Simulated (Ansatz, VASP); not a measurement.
One calculation of BN, two programs

File INCAR:

```
SYSTEM = BN
ALGO = Normal
EDIFF = 1E-6
ENCUT = 600
GGA_COMPAT = .False.
ISIF = 2
ISMEAR = 0
LASPH = .True.
LCHARG = .False.
LREAL = .False.
LWAVE = .False.
NBANDS = 11
NELM = 120
PREC = Accurate
SIGMA = 0.05
```

File KPOINTS:

```
k-points
0
Gamma
  12 12 12
  0 0 0
```

File POSCAR:

```
BN
1.0
    0.0000000000      3.3860148788      2.3081916704
    1.2124926958      0.0000000000      2.3081916704
    1.2124926958      3.3860148788      0.0000000000
B N
1 1
Direct
    0.0000486500      0.0000486500      0.9999513500
    0.6666513400      0.6666513400      0.3333486600
```

Input for Ansatz:

```yaml
crystal:
  lattice:
    - [0.0, 3.3860148788, 2.3081916704]
    - [1.2124926958, 0.0, 2.3081916704]
    - [1.2124926958, 3.3860148788, 0.0]
  atoms:
    - { symbol: B, position: [4.865e-05, 4.865e-05, 0.99995135] }
    - { symbol: "N", position: [0.66665134, 0.66665134, 0.33334866] }
basis:
  ecutwfc: 420
kpoints:
  mp_grid: { grid: [12, 12, 12] }
hamiltonian:
  xc: lda
scf:
  occupations: { method: gaussian, width: 0.05 }
output:
  forces: true
  stress: true
  eigenvalues: true
```

Alike in both runs: task single point; functional LDA; k mesh 12 × 12 × 12; occupations gaussian, width 0.05 eV; no spin polarisation.

```csv
,VASP,Ansatz
version,VASP 6.6.1,Ansatz 0.2.0
potentials or method,"VASP PAW LDA potentials, release 64 (B, N), cutoff 600 eV","scalar-relativistic, plane waves, PAW"
valence electrons in the cell,8,8
```

```csv
,VASP,Ansatz,Ansatz less VASP
gap on the k mesh at the Fermi level (eV),3.01,3.03,+0.014
least direct gap on the mesh (eV),4.45,4.46,+0.007
pressure (GPa),-12.6,-12.8,-0.25
"traceless stress, the component that is largest in VASP (GPa)",-37.89,-38.04,-0.145
rms of the force components (eV/Å),0.335,0.328,-0.0068
```

LDA's correlation is that of Perdew and Zunger in VASP and of Perdew and Wang (1992) in Ansatz. Atom by atom the forces differ by 0.007 eV/Å (rms over components).
